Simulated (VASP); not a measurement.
Input of a VASP 6.6.1 run:

File POSCAR:

```
HfC
1.0
    0.0000000000      2.5126537230      2.5126537230
    2.5126537230      0.0000000000      2.5126537230
    2.5126537230      2.5126537230      0.0000000000
Hf C
1 1
Direct
    0.0000000000      0.0000000000      0.0000000000
    0.2500000000      0.2500000000      0.2500000000
```

Contents of INCAR.step1:

```
SYSTEM = HfC
ALGO = Normal
EDIFF = 1E-4
ENCUT = 520
GGA = PE
ISMEAR = 0
LASPH = .TRUE.
LCHARG = .FALSE.
LDAU = .TRUE.
LDAUJ = 0 0
LDAUL = 2 -1
LDAUTYPE = 2
LDAUU = 2 0
LMAXMIX = 4
LREAL = .FALSE.
LWAVE = .TRUE.
NBANDS = 14
NELM = 150
PREC = Accurate
SIGMA = 0.05
```

File INCAR.step2:

```
SYSTEM = HfC
ALGO = Normal
EDIFF = 1E-6
ENCUT = 520
ISIF = 2
ISMEAR = 0
ISTART = 1
LASPH = .TRUE.
LCHARG = .TRUE.
LDAU = .TRUE.
LDAUJ = 0 0
LDAUL = 2 -1
LDAUPRINT = 1
LDAUTYPE = 2
LDAUU = 2 0
LELF = .TRUE.
LMAXMIX = 4
LMIXTAU = .TRUE.
LREAL = .FALSE.
LVHAR = .TRUE.
LWAVE = .FALSE.
METAGGA = R2SCAN
NBANDS = 14
NELM = 150
PREC = Accurate
SIGMA = 0.05
```

File KPOINTS:

```
k-points
0
G
  12 12 12
  0 0 0
```

Potentials or basis: VASP PAW PBE potentials, release 64 (Hf_pv, C).

Launch:

```bash
$ cat potpaw_PBE.64/Hf_pv/POTCAR potpaw_PBE.64/C/POTCAR > POTCAR
$ cp INCAR.step1 INCAR
$ mpirun -np 1 vasp_std > vasp.out
$ cp INCAR.step2 INCAR
$ mpirun -np 1 vasp_std > vasp.out
```

Question: Estimate the pressure.

Answer: 4.8 GPa.

Question: Estimate the band gap on the k mesh.

Answer: 0.67 eV.

Eigenvalues of the final occupation matrices:
```csv
site,spin,trace,eigenvalues
site 1 d,1,0.79,0.09 0.09 0.21 0.21 0.21
site 1 d,2,0.79,0.09 0.09 0.21 0.21 0.21
```

Caveat: the cell stands under pressure; the PAW data sets were made with another functional, which shifts forces and pressure a little; spin-orbit coupling is left out, which moves the levels of the heavy elements; the U is typed as a test and isn't derived for this compound. A k mesh can miss the band edges.
